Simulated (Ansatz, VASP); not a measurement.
## Pt: VASP beside Ansatz

File INCAR:

```
PREC = Accurate ; ENCUT = 520
EDIFF = 1E-6 ; ISMEAR = 0
SIGMA = 0.1 ; LREAL = False
LASPH = True ; NELM = 100
ALGO = Normal ; ISIF = 2
LWAVE = False ; LCHARG = False
GGA = PS ; NBANDS = 17
```

KPOINTS

```
Automatic mesh
0
Gamma
  15 15 8
```

File POSCAR:

```
Pt
1.0
    2.7353503121      0.0000000000      0.0000000000
   -1.3676751561      2.3688828585      0.0000000000
    0.0000000000      0.0000000000      5.1794821912
Pt
2
Direct
    0.6666666700      0.3333333300      0.7500000000
    0.3333333300      0.6666666700      0.2500000000
```

Input for Ansatz:

```yaml
crystal:
  lattice:
    - [2.7353503121, 0.0, 0.0]
    - [-1.3676751561, 2.3688828585, 0.0]
    - [0.0, 0.0, 5.1794821912]
  atoms:
    - { symbol: Pt, position: [0.66666667, 0.33333333, 0.75] }
    - { symbol: Pt, position: [0.33333333, 0.66666667, 0.25] }
basis:
  ecutwfc: 420
kpoints:
  mp_grid: { grid: [15, 15, 8] }
hamiltonian:
  xc: pbesol
scf:
  occupations: { method: gaussian, width: 0.1 }
output:
  forces: true
  stress: true
  eigenvalues: true
```

Alike in both runs: task single point; functional PBEsol; k mesh 15 × 15 × 8; occupations gaussian, width 0.1 eV; no spin polarisation.

|  | VASP | Ansatz |
| --- | --- | --- |
| version | VASP 6.6.1 | Ansatz 0.2.0 |
| potentials or method | VASP PAW PBE potentials, release 64 (Pt), cutoff 520 eV | scalar-relativistic, plane waves, PAW |
| valence electrons in the cell | 20 | 36 |

Ansatz gave:

```
gap on the k mesh at the Fermi level (eV)                     : none
pressure (GPa)                                                : -18.3
traceless stress, the component that is largest in VASP (GPa) : -6.83
```

Which values does VASP return?

gap on the k mesh at the Fermi level (eV): none; pressure (GPa): -18.7; traceless stress, the component that is largest in VASP (GPa): -6.87.

VASP's potentials were made for PBE, not for PBEsol. A gap of «none» marks a metal or a gap that the smearing closes. The functional is the same, so the differences come from potentials, cutoffs and numerics. VASP's potentials hold 20 valence electrons a cell and Ansatz's 36, so a difference there can come from the potentials and not from the codes.

Spin-orbit coupling is off throughout.
